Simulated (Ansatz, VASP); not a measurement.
# P in VASP and in Ansatz

```xyz
1
Lattice="-1.5613 1.5613 1.5613 1.5613 -1.5613 1.5613 1.5613 1.5613 -1.5613" Properties=species:S:1:pos:R:3 pbc="T T T"
P     0.0000    0.0000    0.0000
```

Alike in both runs: task relaxation of cell and atoms; functional r2SCAN; k mesh 14 × 14 × 14; occupations fermi-dirac, width 0.1 eV; no spin polarisation.

|  | VASP | Ansatz |
| --- | --- | --- |
| version | VASP 6.6.1 | Ansatz 0.2.0 |
| potentials or method | VASP PAW PBE potentials, release 64 (P), cutoff 600 eV | plane waves (500 eV) with PAW, scalar-relativistic |
| valence electrons in the cell | 5 | 5 |

```tsv
	VASP	Ansatz	Ansatz less VASP
relaxed volume (Å³/atom)	14.32	14.35	+0.021
relaxed cell length with the largest relative difference (Å)	2.650	2.651	+0.0013
```

VASP's potentials were made for PBE, not for r2SCAN.
